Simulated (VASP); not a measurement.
Wanted: the native input for a VASP 6.6.1 run.

| Quantity | Value |
| --- | --- |
| Task | single point |
| Functional | PBEsol |
| Potentials or basis | VASP PAW PBE potentials, release 64 (La, Te) |
| Cutoff | 520 eV |
| k mesh | 8 × 8 × 8 |
| Occupations | gaussian, width 0.05 eV |
| Spin | no spin polarisation |
| Dipole correction | no |
| Further INCAR settings | ALGO = Normal; EDIFF = 1e-07; NBANDS = 16 |

The structure of LaTe lies in POSCAR:

```
LaTe
1.0
    0.0000000000      3.1957923049      3.1957923049
    3.1957923049      0.0000000000      3.1957923049
    3.1957923049      3.1957923049      0.0000000000
La Te
1 1
Direct
    0.5000000000      0.5000000000      0.5000000000
    0.0000000000      0.0000000000      0.0000000000
```

These files were run (other wordings do the same):

INCAR

```
ALGO = Normal
EDIFF = 1E-7
ENCUT = 520
GGA = PS
ISIF = 2
ISMEAR = 0
LASPH = True
LCHARG = True
LELF = True
LREAL = False
LVHAR = True
LWAVE = False
NBANDS = 16
NELM = 80
PREC = Accurate
SIGMA = 0.05
```

KPOINTS

```
k-points
0
Gamma
  8 8 8
```

Potentials or basis: VASP PAW PBE potentials, release 64 (La, Te).

The run is started by

```console
$ cat potpaw_PBE.64/La/POTCAR potpaw_PBE.64/Te/POTCAR > POTCAR
$ mpirun -np 1 vasp_std > vasp.out
```

It gave:

```
Pressure : 0.0 GPa
```

Caveat: the PAW data sets were made with another functional, which shifts forces and pressure a little.

Wall time 94 s on 1 thread of AMD EPYC 7R43 64-Core Processor (Zen 3) (shared host), peak memory 0.18 GiB.
